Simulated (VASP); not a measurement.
Write the native input for VASP 6.6.1 that does the following.

| Item | Value |
| --- | --- |
| Task | single point |
| Functional | PBEsol |
| Potentials or basis | VASP PAW PBE potentials, release 64 (Fe, Ni) |
| Cutoff | 520 eV |
| k mesh | 16 × 16 × 12 |
| Occupations | gaussian, width 0.1 eV |
| Spin | collinear spin, ferromagnetic start |
| Starting moments | [2.79, 0.75] μB |
| Dipole correction | no |
| Further INCAR settings | ALGO = Fast; EDIFF = 1e-07; NBANDS = 20 |

The structure of FeNi lies in POSCAR:

```
FeNi
1.0
    2.4928252431      0.0000000000      0.0000000000
    0.0000000000      2.4928252431      0.0000000000
    0.0000000000      0.0000000000      3.4997438369
Fe Ni
1 1
Direct
    0.0000000000      0.0000000000      0.0000000000
    0.5000000000      0.5000000000      0.5000000000
```

This cell differs from its parent crystal: biaxial strain in the a-b plane: +1.0 %, then relaxed in part.

One way to write it, as run:

INCAR

```
PREC = Accurate
ENCUT = 520
EDIFF = 1E-7
ISMEAR = 0
SIGMA = 0.1
LREAL = F
LASPH = T
NELM = 150
ALGO = Fast
ISIF = 2
LWAVE = F
LCHARG = F
ISPIN = 2
MAGMOM = 2.79 0.75
LORBIT = 11
LMAXMIX = 4
GGA = PS
NBANDS = 20
```

KPOINTS

```
regular mesh
0
Gamma
  16 16 12
```

Potentials or basis: VASP PAW PBE potentials, release 64 (Fe, Ni).

Launch:

```sh
$ cat potpaw_PBE.64/Fe/POTCAR potpaw_PBE.64/Ni/POTCAR > POTCAR
$ mpirun -np 1 vasp_std > vasp.out
```

It gave:

| Quantity | Value |
| --- | --- |
| Pressure | -1.7 GPa |
| Net moment | 3.21 μB per cell |
| Site moments | Fe +2.57; Ni +0.62 μB |
| Valence electrons inside the program's atomic spheres | Fe 7.24; Ni 9.43 |

Caveat: the cell differs from its parent crystal (biaxial strain in the a-b plane: +1.0 %, then relaxed in part); the PAW data sets were made with another functional, which shifts forces and pressure a little.

It took 2.9 min on 1 thread of AMD EPYC 9R45 96-Core Processor (Zen 5), with other jobs on the host, peak memory 0.29 GiB.
